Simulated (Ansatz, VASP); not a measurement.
# Two plane-wave programs on GeS

```
CELL_PARAMETERS angstrom
10.40153 0.00000 0.00000
0.00000 3.63355 0.00000
0.00000 0.00000 4.28240
ATOMIC_POSITIONS crystal
Ge 0.37500 0.25000 0.16700
Ge 0.12500 0.75000 0.66700
Ge 0.87500 0.25000 0.33300
Ge 0.62500 0.75000 0.83300
S 0.13900 0.25000 0.11100
S 0.36100 0.75000 0.61100
S 0.63900 0.25000 0.38900
S 0.86100 0.75000 0.88900
```

Alike in both runs: task single point; functional r2SCAN; k mesh 4 × 9 × 8; no spin polarisation.

|  | VASP | Ansatz |
| --- | --- | --- |
| version | VASP 6.6.1 | Ansatz 0.2.0 |
| potentials or method | VASP PAW PBE potentials, release 64 (Ge_d, S), cutoff 550 eV | PAW plane waves |
| occupations | fermi-dirac, width 0.1 eV | fermi-dirac |
| valence electrons in the cell | 80 | 80 |

Ansatz gave:

| Quantity | Value |
| --- | --- |
| pressure (GPa) | -1.3 |
| traceless stress, the component that is largest in VASP (GPa) | -5.65 |
| rms of the force components (eV/Å) | 0.619 |

**Question.** Estimate VASP's values.

**Answer.** Pressure (GPa): -1.4; traceless stress, the component that is largest in VASP (GPa): -5.63; rms of the force components (eV/Å): 0.619.

VASP's potentials were made for PBE, not for r2SCAN. Atom by atom the forces differ by 0.001 eV/Å (rms over components).
